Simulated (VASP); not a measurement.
A run of VASP 6.6.1 is set up as follows.

Contents of POSCAR:

```
Al
1.0
    0.0000000000      1.9966927595      1.9966927595
    1.9966927595      0.0000000000      1.9966927595
    1.9966927595      1.9966927595      0.0000000000
Al
1
Direct
    0.0000000000      0.0000000000      0.0000000000
```

Contents of INCAR.step1:

```
SYSTEM = Al
ALGO     = Normal         ! electronic algorithm
EDIFF    = 1E-4           ! SCF threshold, eV
ENCUT    = 520            ! plane-wave cutoff, eV
GGA      = PE             ! functional
ISMEAR   = -1             ! smearing method
LASPH    = .TRUE.         ! aspherical terms in the spheres
LCHARG   = .FALSE.        ! write CHGCAR
LREAL    = .FALSE.        ! projectors in reciprocal space
LWAVE    = .TRUE.         ! write WAVECAR
NBANDS   = 8              ! bands
NELM     = 80             ! most SCF steps
PREC     = Accurate       ! precision mode
SIGMA    = 0.3            ! smearing width, eV
```

The input INCAR.step2:

```
SYSTEM = Al
ALGO     = Normal         ! electronic algorithm
EDIFF    = 1E-6           ! SCF threshold, eV
ENCUT    = 520            ! plane-wave cutoff, eV
ISIF     = 2              ! what is computed and relaxed
ISMEAR   = -1             ! smearing method
ISTART   = 1            
LASPH    = .TRUE.         ! aspherical terms in the spheres
LCHARG   = .FALSE.        ! write CHGCAR
LMIXTAU  = .TRUE.       
LREAL    = .FALSE.        ! projectors in reciprocal space
LWAVE    = .FALSE.        ! write WAVECAR
METAGGA  = R2SCAN         ! meta-GGA
NBANDS   = 8              ! bands
NELM     = 80             ! most SCF steps
PREC     = Accurate       ! precision mode
SIGMA    = 0.3            ! smearing width, eV
```

File KPOINTS:

```
k-points
0
G
  14 14 14
  0 0 0
```

Potentials or basis: VASP PAW PBE potentials, release 64 (Al).

The run is started by

```bash
$ cat potpaw_PBE.64/Al/POTCAR > POTCAR
$ cp INCAR.step1 INCAR
$ mpirun -np 1 vasp_std > vasp.out
$ cp INCAR.step2 INCAR
$ mpirun -np 1 vasp_std > vasp.out
```

Estimate the pressure.

0.1 GPa.

Caveat: the PAW data sets were made with another functional, which shifts forces and pressure a little.
